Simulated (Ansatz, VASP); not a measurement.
Rb in VASP and in Ansatz

INCAR

```
SYSTEM = Rb
PREC = Accurate ; ENCUT = 520
EDIFF = 1E-6 ; ISMEAR = -1
SIGMA = 0.1 ; LREAL = .FALSE.
LASPH = .TRUE. ; NELM = 80
ALGO = Normal ; ISIF = 2
LWAVE = .FALSE. ; LCHARG = .TRUE.
GGA = RP ; LELF = .TRUE.
LVHAR = .TRUE. ; NBANDS = 16
```

File KPOINTS:

```
regular mesh
0
G
  6 6 6
  0 0 0
```

POSCAR

```
Rb
1.0
    0.0000000000      5.6242987296      5.6242987296
    5.6242987296      0.0000000000      5.6242987296
    5.6242987296      5.6242987296      0.0000000000
Rb
2
Direct
    0.1250000000      0.1250000000      0.1250000000
    0.8750000000      0.8750000000      0.8750000000
```

Input for Ansatz:

```yaml
crystal:
  lattice:
    - [0.0, 5.6242987296, 5.6242987296]
    - [5.6242987296, 0.0, 5.6242987296]
    - [5.6242987296, 5.6242987296, 0.0]
  atoms:
    - { symbol: Rb, position: [0.125, 0.125, 0.125] }
    - { symbol: Rb, position: [0.875, 0.875, 0.875] }
hamiltonian:
  xc: rpbe
  pseudopotentials:
    kind: paw
    azcp:
      Rb: "pseudopotentials/Rb.paw.azcp"
basis:
  ecutwfc: 420
  fft_grid_basis: typed
kpoints:
  mp_grid: { grid: [6, 6, 6], shift: [0, 0, 0] }
magnetization:
  spin_polarized: false
scf:
  occupations: { method: fermi_dirac, width: 0.1 }
  lower_state_search: "off"
output:
  stress: true
  write_density: true
  write_potential: true
  elf: true
  volumetric_format: npy
```

Alike in both runs: task single point; functional RPBE; k mesh 6 × 6 × 6; occupations fermi-dirac, width 0.1 eV; no spin polarisation.

|  | VASP | Ansatz |
| --- | --- | --- |
| version | VASP 6.6.1 | Ansatz 0.2.0 |
| potentials or method | VASP PAW PBE potentials, release 64 (Rb_sv), cutoff 520 eV | plane waves (420 eV) with PAW, scalar-relativistic |
| valence electrons in the cell | 18 | 18 |

|  | VASP | Ansatz | Ansatz less VASP |
| --- | --- | --- | --- |
| pressure (GPa) | -0.1 | -0.1 | 0.00 |

VASP's potentials were made for PBE, not for RPBE. The functional is the same, so the differences come from potentials, cutoffs and numerics.
